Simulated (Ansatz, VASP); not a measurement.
**Two plane-wave programs on MgS**

```
CELL_PARAMETERS angstrom
3.55779 0.00000 0.00000
0.00000 3.55779 0.00000
0.00000 0.00000 31.36000
ATOMIC_POSITIONS crystal
Mg 0.00000 0.00000 0.25149
Mg 0.50000 0.50000 0.32249
S 0.50000 0.50000 0.24116
S 0.00000 0.00000 0.33282
```

Alike in both runs: functional PBE; dispersion D3(BJ); k mesh 6 × 6 × 1; occupations gaussian, width 0.02 eV; no spin polarisation.

Ansatz relaxed the structure, and its values are those at the end. VASP's run is a single point on that final structure, the one shown.

```csv
,VASP,Ansatz
version,VASP 6.6.1,Ansatz 0.2.0
potentials or method,"VASP PAW PBE potentials, release 64 (Mg, S), cutoff 520 eV","scalar-relativistic, plane waves, PAW"
valence electrons in the cell,16,32
```

|  | VASP | Ansatz | Ansatz less VASP |
| --- | --- | --- | --- |
| gap on the k mesh at the Fermi level (eV) | 3.40 | 3.42 | +0.019 |
| least direct gap on the mesh (eV) | 3.74 | 3.75 | +0.012 |
| rms of the force components (eV/Å) | 0.008 | 0.000 | -0.0079 |

VASP's potentials hold 16 valence electrons a cell and Ansatz's 32, so a difference there can come from the potentials and not from the codes.
